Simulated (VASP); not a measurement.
TiC, 2 atoms in the cell. Symmetry: Fm-3m, No. 225, cubic system. The conventional cell has a = 4.393 Å, b = 4.393 Å, c = 4.393 Å, α = 90.00°, β = 90.00°, γ = 90.00°. Ti (site symmetry m-3m) has 6 C at 2.20 Å within 2.9 Å. C (site symmetry m-3m) has 6 Ti at 2.20 Å within 2.9 Å.  This cell differs from its parent crystal: strain +0.015 along x and y, +0.015 along z.

| Item | Value |
| --- | --- |
| Program | VASP 6.6.1 |
| Task | single point |
| Functional | r2SCAN |
| Potentials or basis | VASP PAW PBE potentials, release 64 (Ti_sv, C) |
| Cutoff | 520 eV |
| k mesh | 18 × 18 × 18 |
| Occupations | gaussian, width 0.15 eV |
| Spin | no spin polarisation |
| Dipole correction | no |
| Further INCAR settings | ALGO = Normal; EDIFF = 1e-06; NBANDS = 15 |

Potentials or basis: VASP PAW PBE potentials, release 64 (Ti_sv, C).

Command:

```sh
$ cat potpaw_PBE.64/Ti_sv/POTCAR potpaw_PBE.64/C/POTCAR > POTCAR
$ cp INCAR.step1 INCAR
$ mpirun -np 1 vasp_std > vasp.out
$ cp INCAR.step2 INCAR
$ mpirun -np 1 vasp_std > vasp.out
```

Hardware: 1 thread of Intel(R) Xeon(R) Platinum 8488C (Sapphire Rapids), on a shared host.

Q: How long does it take, and how much memory?

A: It took 100 s on 1 thread of Intel(R) Xeon(R) Platinum 8488C (Sapphire Rapids) (shared host), peak memory 0.19 GiB. Counts: k points 195.
